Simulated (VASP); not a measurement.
# ZnSnN (P4/mmm) in VASP: notebook

ZnSnN is run at these levels: PBE; tasks: single point.

All numbers are computed with VASP 6.6.1; they aren't measurements. Logs are shortened: lines on timing, memory, paths and dates and some standing lists are left out, and cuts for length are marked.

**1. The cell of the first run**

The structure is tetragonal, space group P4/mmm (No. 123). Conventional cell: a = 3.864 Å, b = 3.864 Å, c = 3.660 Å, α = 90.00°, β = 90.00°, γ = 90.00°. Zn (site symmetry 4/mmm) has 2 N at 1.83 Å within 2.4 Å. Sn (site symmetry 4/mmm) has 4 N at 2.73 Å and 8 Zn at 3.29 Å and 2 Sn at 3.66 Å within 3.7 Å. N (site symmetry 4/mmm) has 2 Zn at 1.83 Å within 2.4 Å.

The cell was generated, and may not be a known phase.

**2. Single point, PBE**

INCAR reads:

```
  ALGO = Normal
  EDIFF = 1E-7
  ENCUT = 520
  GGA = PE
  ISIF = 2
  ISMEAR = 0
  LASPH = True
  LCHARG = False
  LREAL = False
  LWAVE = False
  NBANDS = 22
  NELM = 80
  PREC = Accurate
  SIGMA = 0.1
```

KPOINTS reads:

```
k-points
0
Gamma
  4 4 6
```

POSCAR reads:

```
ZnSnN
1.0
    3.8637541595      0.0000000000      0.0000000000
    0.0000000000      3.8637541595      0.0000000000
    0.0000000000      0.0000000000      3.6600700810
Zn Sn N
1 1 1
Direct
    0.5000000000      0.5000000000      0.5000000000
    0.0000000000      0.0000000000      0.0000000000
    0.5000000000      0.5000000000      0.0000000000
```

Potentials or basis: VASP PAW PBE potentials, release 64 (Zn, Sn_d, N).

Command:

```console
> cat potpaw_PBE.64/Zn/POTCAR potpaw_PBE.64/Sn_d/POTCAR potpaw_PBE.64/N/POTCAR > POTCAR
> mpirun -np 1 vasp_std > vasp.out
```

OUTCAR:

```text
EDIFF = 1E-7
   ENCUT = 520
   GGA = PE
   ISIF = 2
   ISMEAR = 0
   LASPH = True
   LREAL = False
   NELM = 80
   PREC = Accurate

 ion  position               nearest neighbor table
   1  0.500  0.500  0.500-   3 1.83   3 1.83   2 3.29   2 3.29   2 3.29   2 3.29   2 3.29   2 3.29
                             2 3.29   2 3.29
   2  0.000  0.000  0.000-   3 2.73   3 2.73   3 2.73   3 2.73   1 3.29   1 3.29   1 3.29   1 3.29
                             1 3.29   1 3.29   1 3.29   1 3.29
   3  0.500  0.500  0.000-   1 1.83   1 1.83   2 2.73   2 2.73   2 2.73   2 2.73

  LATTYP: Found a simple tetragonal cell.
 ALAT       =     3.8637541595
 C/A-ratio  =     0.9472833752

  Lattice vectors:

 A1 = (   3.8637541595,   0.0000000000,   0.0000000000)
 A2 = (   0.0000000000,   3.8637541595,   0.0000000000)
 A3 = (   0.0000000000,   0.0000000000,   3.6600700810)

Analysis of symmetry for initial positions (statically):
=====================================================================
 Subroutine PRICEL returns:
 Original cell was already a primitive cell.

 Routine SETGRP: Setting up the symmetry group for a
 simple tetragonal supercell.

 Subroutine GETGRP returns: Found 16 space group operations
 (whereof 16 operations were pure point group operations)
 out of a pool of 16 trial point group operations.

The static configuration has the point symmetry D_4h.

Analysis of symmetry for dynamics (positions and initial velocities):
=====================================================================
 Subroutine PRICEL returns:
 Original cell was already a primitive cell.

 Routine SETGRP: Setting up the symmetry group for a
 simple tetragonal supercell.

 Subroutine GETGRP returns: Found 16 space group operations
 (whereof 16 operations were pure point group operations)
 out of a pool of 16 trial point group operations.

The dynamic configuration has the point symmetry D_4h.

 Subroutine INISYM returns: Found 16 space group operations
 (whereof 16 operations are pure point group operations),
 and found     1 'primitive' translations

----------------------------------------------------------------------------------------

                                     Primitive cell

  volume of cell :      54.6397

  direct lattice vectors                    reciprocal lattice vectors
     3.863754160  0.000000000  0.000000000     0.258815639  0.000000000  0.000000000
     0.000000000  3.863754160  0.000000000     0.000000000  0.258815639  0.000000000
     0.000000000  0.000000000  3.660070081     0.000000000  0.000000000  0.273218812

  length of vectors
     3.863754160  3.863754160  3.660070081     0.258815639  0.258815639  0.273218812

  position of ions in fractional coordinates (direct lattice)
     0.500000000  0.500000000  0.500000000
     0.000000000  0.000000000  0.000000000
     0.500000000  0.500000000  0.000000000

  ion indices of the primitive-cell ions
   primitive index   ion index
                 1           1
                 2           2
                 3           3

----------------------------------------------------------------------------------------

 KPOINTS: k-points

Automatic generation of k-mesh.
 Grid dimensions read from file:
 generate k-points for:    4    4    6

 Generating k-lattice:

  Cartesian coordinates                     Fractional coordinates (reciprocal lattice)
     0.064703910  0.000000000  0.000000000     0.250000000  0.000000000  0.000000000
     0.000000000  0.064703910  0.000000000     0.000000000  0.250000000  0.000000000
     0.000000000  0.000000000  0.045536469     0.000000000  0.000000000  0.166666667

  Length of vectors
     0.064703910  0.064703910  0.045536469

  Shift w.r.t. Gamma in fractional coordinates (k-lattice)
     0.000000000  0.000000000  0.000000000

 Subroutine IBZKPT returns following result:
 ===========================================

 Found     24 irreducible k-points:

 Following reciprocal coordinates:
            Coordinates               Weight
  0.000000  0.000000  0.000000      1.000000
  0.250000  0.000000  0.000000      4.000000
  0.500000  0.000000  0.000000      2.000000
  0.250000  0.250000  0.000000      4.000000
  0.500000  0.250000  0.000000      4.000000
  0.500000  0.500000  0.000000      1.000000
[... 16 lines left out ...]
  0.500000  0.250000  0.500000      4.000000
  0.500000  0.500000  0.500000      1.000000
   k-points           NKPTS =     24   k-points in BZ     NKDIM =     24   number of bands    NBANDS=     22
   number of dos      NEDOS =    301   number of ions     NIONS =      3
   total plane-waves  NPLWV =  25200
   dimension x,y,z NGX =    30 NGY =   30 NGZ =   28
   dimension x,y,z NGXF=    60 NGYF=   60 NGZF=   56
   ions per type =               1   1   1
   NGX,Y,Z   is equivalent  to a cutoff of  12.91, 12.91, 12.72 a.u.
   NGXF,Y,Z  is equivalent  to a cutoff of  25.82, 25.82, 25.44 a.u.
 SYSTEM =  unknown system
   PREC   = accura    normal or accurate (medium, high low for compatibility)
   ISTART =      0    job   : 0-new  1-cont  2-samecut
   ICHARG =      2    charge: 1-file 2-atom 10-const
   ISPIN  =      1    spin polarized calculation?
   LNONCOLLINEAR =      F non collinear calculations
   LSORBIT =      F    spin-orbit coupling
   LASPH  =      T    aspherical Exc in radial PAW
   ENCUT  =  520.0 eV  38.22 Ry    6.18 a.u.   7.18  7.18  6.81*2*pi/ulx,y,z
   NELM   =     80;   NELMIN=  2; NELMDL= -5     # of ELM steps
   EDIFF  = 0.1E-06   stopping-criterion for ELM
   LREAL  =      F    real-space projection
   EDIFFG = 0.1E-05   stopping-criterion for IOM
   NSW    =      0    number of steps for IOM
   IBRION =     -1    ionic relax: 0-MD 1-quasi-New 2-CG
   NFREE  =      0    steps in history (QN), initial steepest desc. (CG)
   ISIF   =      2    stress and relaxation
   ISYM   =      2    0-nonsym 1-usesym 2-fastsym
   POTIM  = 0.5000    time-step for ionic-motion
   TEBEG  =    0.0;   TEEND  =   0.0 temperature during run
   PSTRESS=    0.0 pullay stress
   NELECT =      31.0000    total number of electrons
   NUPDOWN=      -1.0000    fix difference up-down
   EMIN   =  10.00;   EMAX   =-10.00  energy-range for DOS
   EFERMI =   0.00;   METHOD = LEGACY
   ISMEAR =     0;   SIGMA  =   0.10  broadening in eV -4-tet -1-fermi 0-gaus
   EFERMI_NEDOS =   21; number of points for ismear=-14 and -15
   IALGO  =     38    algorithm
   IMIX   =      4    mixing-type and parameters
     AMIX     =   0.40;   BMIX     =  1.00
     AMIX_MAG =   1.60;   BMIX_MAG =  1.00
  volume/ion in A,a.u.               =      18.21       122.91
  Fermi-wavevector in a.u.,A,eV,Ry     =   1.355270  2.561090 24.990606  1.836758
  Thomas-Fermi vector in A             =   2.482372
   LORBIT       =      0    0 simple, 1 ext, 2 COOP (PROOUT), +10 PAW based schemes
   GGA     = PE    functional components
   LHFCALC =     F    Hartree Fock is set to
   AEXX    =    0.0000 exact exchange contribution
   IVDW    =     0    specifies the selected vdW correction
   LEPSILON=     F    determine dielectric tensor
   LRPA    =     F    only Hartree local field effects (RPA)
 non-spin polarized calculation
 Gauss-broadening in eV      SIGMA  =   0.10
  energy-cutoff  :      520.00
  volume of cell :       54.64
 maximum number of plane-waves:      1492
 NGX is ok and might be reduce to    30
   NGX = 15   NGY = 15   NGZ = 13

 number of electron      30.9999959 magnetization

 Free energy of the ion-electron system (eV)
  ---------------------------------------------------
  ext. energy  EPLUGINS =         0.00000000
  ---------------------------------------------------
  free energy    TOTEN  =       -11.92068520 eV

  energy without entropy =      -11.91480249  energy(sigma->0) =      -11.91774384

 E-fermi :   5.4743     XC(G=0): -10.3759

 val. band max:        5.4491540890   @ k =   0.5000   0.5000   0.3333
 cond. band min:       5.4975293247   @ k =   0.5000   0.0000   0.3333
 fundamental gap:      0.0483752357
 Fermi energy:         5.4742632038

 k-point     1 :       0.0000    0.0000    0.0000
  band No.  band energies     occupation
      1     -16.2431      2.00000
      2     -16.1903      2.00000
      3     -16.1817      2.00000
      4     -16.1500      2.00000
      5     -16.1500      2.00000
      6     -10.1540      2.00000
[... 14 lines left out ...]
     21      14.5159      0.00000
     22      15.0276      0.00000

 k-point     2 :       0.2500    0.0000    0.0000
  band No.  band energies     occupation
      1     -16.2303      2.00000
      2     -16.1989      2.00000
      3     -16.1709      2.00000
      4     -16.1555      2.00000
      5     -16.1494      2.00000
      6     -10.0140      2.00000
[... 14 lines left out ...]
     21      12.7801      0.00000
     22      13.9368      0.00000

 k-point     3 :       0.5000    0.0000    0.0000
  band No.  band energies     occupation
      1     -16.2198      2.00000
      2     -16.2076      2.00000
      3     -16.1610      2.00000
      4     -16.1579      2.00000
      5     -16.1488      2.00000
      6      -9.8611      2.00000
[... 14 lines left out ...]
     21      13.6920      0.00000
     22      14.5852      0.00000

 k-point     4 :       0.2500    0.2500    0.0000
  band No.  band energies     occupation
      1     -16.2146      2.00000
      2     -16.2142      2.00000
      3     -16.1643      2.00000
      4     -16.1550      2.00000
      5     -16.1548      2.00000
      6      -9.8736      2.00000
[... 14 lines left out ...]
     21      13.8334      0.00000
     22      14.6674      0.00000

 k-point     5 :       0.5000    0.2500    0.0000
  band No.  band energies     occupation
      1     -16.2288      2.00000
      2     -16.2016      2.00000
      3     -16.1603      2.00000
      4     -16.1554      2.00000
      5     -16.1542      2.00000
      6      -9.7231      2.00000
[... 417 lines left out ...]
 k-point    22 :       0.2500    0.2500    0.5000
  band No.  band energies     occupation
      1     -16.2125      2.00000
      2     -16.2107      2.00000
      3     -16.1771      2.00000
      4     -16.1759      2.00000
      5     -16.0992      2.00000
      6      -8.9512      2.00000
[... 14 lines left out ...]
     21      12.0369      0.00000
     22      16.5247      0.00000

 k-point    23 :       0.5000    0.2500    0.5000
  band No.  band energies     occupation
      1     -16.2241      2.00000
      2     -16.1991      2.00000
      3     -16.1838      2.00000
      4     -16.1754      2.00000
      5     -16.0902      2.00000
      6      -8.8032      2.00000
[... 14 lines left out ...]
     21      12.3129      0.00000
     22      18.4824      0.00000

 k-point    24 :       0.5000    0.5000    0.5000
  band No.  band energies     occupation
      1     -16.2424      2.00000
      2     -16.1837      2.00000
      3     -16.1821      2.00000
      4     -16.1821      2.00000
      5     -16.0846      2.00000
      6      -8.6527      2.00000
[... 14 lines left out ...]
     21      12.6788      0.00000
     22      17.2090      0.00000

------------------------ aborting loop because EDIFF is reached ----------------------------------------

  FORCE on cell =-STRESS in cart. coord.  units (eV):
  Direction    XX          YY          ZZ          XY          YZ          ZX
  --------------------------------------------------------------------------------------
  -------------------------------------------------------------------------------------
  Total        0.0097128      0.0097128      0.3856934      0.0000000     -0.0000000     -0.0000000
  in kB        0.2848046      0.2848046     11.3095275      0.0000000     -0.0000000     -0.0000000
  external PRESSURE =       3.9597122 kB  Pullay stress =       0.0000000 kB

 VOLUME and BASIS-vectors are now :
 -----------------------------------------------------------------------------
  energy-cutoff  :      520.00
  volume of cell :       54.64
      direct lattice vectors                 reciprocal lattice vectors
     3.863754160  0.000000000  0.000000000     0.258815639  0.000000000  0.000000000
     0.000000000  3.863754160  0.000000000     0.000000000  0.258815639  0.000000000
     0.000000000  0.000000000  3.660070081     0.000000000  0.000000000  0.273218812

 POSITION                                       TOTAL-FORCE (eV/Angst)
 -----------------------------------------------------------------------------------
      1.93188      1.93188      1.83004         0.000000      0.000000      0.000000
      0.00000      0.00000      0.00000         0.000000      0.000000      0.000000
      1.93188      1.93188      0.00000         0.000000      0.000000      0.000000
 -----------------------------------------------------------------------------------
    total drift:                                0.000000      0.000000      0.000000

  FREE ENERGIE OF THE ION-ELECTRON SYSTEM (eV)
  ---------------------------------------------------
  free  energy   TOTEN  =       -11.9206851962 eV

  energy  without entropy=      -11.9148024908  energy(sigma->0) =      -11.91774384
```

Run time: 14 s. Hardware: 1 thread of Intel Xeon 6975P-C (Granite Rapids), shared host; peak memory 0.18 GiB.

What came out:

```yaml
Free_energy: -11.9207 eV
Pressure: 0.4 GPa
Band_gap_on_the_k_mesh: zero (an odd number of electrons rules out a gap without spin polarisation)
```

Levels at points of the mesh, in eV from the Fermi level:
```csv
k point,band 11,band 12,band 13,band 14,band 15,band 16,band 17,band 18,band 19,band 20
"(0.00, 0.00, 0.00)",-7.56,-5.37,-4.47,-3.64,-3.64,1.32,3.59,3.98,3.98,4.40
"(0.50, 0.00, 0.00)",-7.56,-7.16,-4.19,-2.77,-1.13,-0.82,2.34,3.40,3.75,4.48
"(0.50, 0.50, 0.00)",-6.86,-6.10,-5.61,-5.61,-4.10,2.46,2.49,2.49,4.35,7.91
"(0.00, 0.00, 0.50)",-7.60,-6.83,-5.47,-2.24,-2.24,-0.07,4.33,4.33,5.58,5.58
"(0.50, 0.00, 0.50)",-7.63,-6.08,-5.37,-3.27,-1.56,0.23,0.80,3.47,4.21,5.60
"(0.50, 0.50, 0.50)",-7.55,-5.11,-4.72,-3.63,-3.63,-1.13,0.56,0.56,4.51,4.51
```

Caveat: the k points lie up to 0.41 Å⁻¹ apart, too coarse for converged energies and pressures of a metal; spin-orbit coupling is left out, which moves the levels of the heavy elements.

**3. Single point, PBE**

This run uses another cell than the first one, of 15.77 Å³/atom.

INCAR reads:

```
PREC     = Accurate       # precision mode
ENCUT    = 520            # plane-wave cutoff, eV
EDIFF    = 1E-6           # SCF threshold, eV
ISMEAR   = 0              # smearing method
SIGMA    = 0.1            # smearing width, eV
LREAL    = False          # projectors in reciprocal space
LASPH    = True           # aspherical terms in the spheres
NELM     = 60             # most SCF steps
ALGO     = Normal         # electronic algorithm
ISIF     = 2              # what is computed and relaxed
LWAVE    = False          # write WAVECAR
LCHARG   = False          # write CHGCAR
GGA      = PE             # functional
NBANDS   = 22             # bands
```

KPOINTS reads:

```
regular mesh
0
Gamma
  6 6 4
```

POSCAR reads:

```
ZnSnN
1.0
    3.5533679400      0.0000000000      0.0000000000
    0.0000000000      3.5533679400      0.0000000000
    0.0000000000      0.0000000000      3.7477224000
Zn Sn N
1 1 1
Direct
    0.5000000000      0.5000000000      0.5000000000
    0.0000000000      0.0000000000      0.0000000000
    0.5000000000      0.5000000000      0.0000000000
```

Potentials or basis: VASP PAW PBE potentials, release 64 (Zn, Sn_d, N).

Command:

```console
> cat potpaw_PBE.64/Zn/POTCAR potpaw_PBE.64/Sn_d/POTCAR potpaw_PBE.64/N/POTCAR > POTCAR
> mpirun -np 1 vasp_std > vasp.out
```

Wall time 13 s (1 thread of Intel Xeon 6975P-C (Granite Rapids), shared host); peak memory 0.17 GiB.

The run converged. Its results:

```
Free energy            : -11.5555 eV
Pressure               : 9.4 GPa
Band gap on the k mesh : zero (an odd number of electrons rules out a gap without spin polarisation)
```

Stress tensor (GPa, compression positive):
```
9.48 0.00 0.00
0.00 9.48 0.00
0.00 0.00 9.20
```

Levels at points of the mesh, in eV from the Fermi level:
```
           k point  band 13  band 14  band 15  band 16  band 17  band 18
(0.00, 0.00, 0.00)    -4.89    -3.97    -3.97     0.61     3.49     4.98
(0.50, 0.00, 0.00)    -4.54    -2.82    -1.08    -0.03     2.85     3.60
(0.50, 0.50, 0.00)    -6.47    -5.49    -4.37     2.50     2.66     2.66
(0.00, 0.00, 0.50)    -4.83    -2.79    -2.79     0.59     5.03     5.03
(0.50, 0.00, 0.50)    -5.62    -3.73    -1.87     1.20     1.25     4.16
(0.50, 0.50, 0.50)    -4.70    -4.54    -4.54    -0.63     0.24     0.24
```

Caveat: the k points lie up to 0.42 Å⁻¹ apart, too coarse for converged energies and pressures of a metal; spin-orbit coupling is left out, which moves the levels of the heavy elements.

**4. Single point, PBE**

This run uses another cell than the first one, of 17.97 Å³/atom.

INCAR reads:

```
SYSTEM = ZnSnN
PREC = Accurate
ENCUT = 520
EDIFF = 1E-6
ISMEAR = 0
SIGMA = 0.1
LREAL = .FALSE.
LASPH = .TRUE.
NELM = 100
ALGO = Normal
ISIF = 2
LWAVE = .FALSE.
LCHARG = .FALSE.
GGA = PE
NBANDS = 22
```

KPOINTS reads:

```
regular mesh
0
G
  6 6 4
  0 0 0
```

POSCAR reads:

```
ZnSnN
1.0
    3.8087697763      0.0000000000      0.0000000000
    0.0000000000      3.8087697763      0.0000000000
    0.0000000000      0.0000000000      3.7159014708
Zn Sn N
1 1 1
Direct
    0.5000000000      0.5000000000      0.5000000000
    0.0000000000      0.0000000000      0.0000000000
    0.5000000000      0.5000000000      0.0000000000
```

Command:

```console
> cat potpaw_PBE.64/Zn/POTCAR potpaw_PBE.64/Sn_d/POTCAR potpaw_PBE.64/N/POTCAR > POTCAR
> mpirun -np 1 vasp_std > vasp.out
```

Wall time 11 s (1 thread of Intel Xeon 6975P-C (Granite Rapids), shared host); peak memory 0.17 GiB.

The run converged. Its results:

```yaml
Free_energy: -11.7552 eV
Pressure: 0.4 GPa
Band_gap_on_the_k_mesh: zero (an odd number of electrons rules out a gap without spin polarisation)
```

Stress tensor (GPa, compression positive):
```
0.09 0.00 0.00
0.00 0.09 0.00
0.00 0.00 1.15
```

Levels at points of the mesh, in eV from the Fermi level:
| k point | band 13 | band 14 | band 15 | band 16 | band 17 | band 18 |
| --- | --- | --- | --- | --- | --- | --- |
| (0.00, 0.00, 0.00) | -4.41 | -3.48 | -3.48 | 1.10 | 3.53 | 4.36 |
| (0.50, 0.00, 0.00) | -4.07 | -2.56 | -1.06 | -0.48 | 2.70 | 3.25 |
| (0.50, 0.50, 0.00) | -5.54 | -5.54 | -3.96 | 2.38 | 2.67 | 2.67 |
| (0.00, 0.00, 0.50) | -5.28 | -2.20 | -2.20 | 0.17 | 4.55 | 4.55 |
| (0.50, 0.00, 0.50) | -5.30 | -3.21 | -1.48 | 0.50 | 0.98 | 3.75 |
| (0.50, 0.50, 0.50) | -4.60 | -3.67 | -3.67 | -0.91 | 0.61 | 0.61 |

Caveat: the k points lie up to 0.42 Å⁻¹ apart, too coarse for converged energies and pressures of a metal; spin-orbit coupling is left out, which moves the levels of the heavy elements.

**5. Overview**

```tsv
cell	k mesh	gap on the mesh (eV)	pressure (GPa)
a = 3.864, b = 3.864, c = 3.660 Å, 3 atoms	4 × 4 × 6	none	0.4
a = 3.553, b = 3.553, c = 3.748 Å, 3 atoms	6 × 6 × 4	none	9.4
a = 3.809, b = 3.809, c = 3.716 Å, 3 atoms	6 × 6 × 4	none	0.4
```

Alike in all rows: task single point; level PBE; potentials or basis VASP PAW PBE potentials, release 64 (Zn, Sn_d, N); no spin polarisation; cutoff (eV) 520; smearing gaussian 0.1 eV.

Caveats: all runs use coarse meshes; spin-orbit coupling is left out, which moves the levels of the heavy elements.

Absolute energies hang on the potentials; compare differences alone.

The gap in the log of VASP goes by the Fermi energy; the results here count the filled bands.